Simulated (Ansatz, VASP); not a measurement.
**C: VASP beside Ansatz**

INCAR

```
SYSTEM = C
  PREC = Accurate
  ENCUT = 600
  EDIFF = 1E-6
  ISMEAR = 0
  SIGMA = 0.05
  LREAL = .FALSE.
  LASPH = .TRUE.
  NELM = 120
  ALGO = Normal
  ISIF = 2
  LWAVE = .FALSE.
  LCHARG = .FALSE.
  GGA = PE
  NBANDS = 11
  GGA_COMPAT = .FALSE.
```

KPOINTS

```
Automatic mesh
0
G
  16 16 16
  0 0 0
```

POSCAR

```
C
1.0
    0.0000000000      1.7856504636      1.7856504636
    1.7856504636      0.0000000000      1.7856504636
    1.7856504636      1.7856504636      0.0000000000
C
2
Direct
    0.7500000000      0.7500000000      0.7500000000
    0.5000000000      0.5000000000      0.5000000000
```

Input for Ansatz:

```yaml
crystal:
  lattice:
    - [0.0, 1.7856504636, 1.7856504636]
    - [1.7856504636, 0.0, 1.7856504636]
    - [1.7856504636, 1.7856504636, 0.0]
  atoms:
    - { symbol: C, position: [0.75, 0.75, 0.75] }
    - { symbol: C, position: [0.5, 0.5, 0.5] }
basis:
  ecutwfc: 420
  ecutrho_ratio: 4
kpoints:
  mp_grid: { grid: [16, 16, 16] }
hamiltonian:
  xc: pbe
scf:
  occupations: { method: gaussian, width: 0.05 }
output:
  forces: true
  stress: true
  eigenvalues: true
```

Alike in both runs: task single point; functional PBE; k mesh 16 × 16 × 16; occupations gaussian, width 0.05 eV; no spin polarisation.

|  | VASP | Ansatz |
| --- | --- | --- |
| version | VASP 6.6.1 | Ansatz 0.2.0 |
| potentials or method | VASP PAW PBE potentials, release 64 (C), cutoff 600 eV | scalar-relativistic, plane waves, PAW |
| valence electrons in the cell | 8 | 8 |

```csv
,VASP,Ansatz,Ansatz less VASP
gap on the k mesh at the Fermi level (eV),4.12,4.13,+0.007
least direct gap on the mesh (eV),5.58,5.58,+0.003
pressure (GPa),0.1,0.1,+0.01
```

With one functional, cell and mesh, what is left measures potentials, basis and numerics.
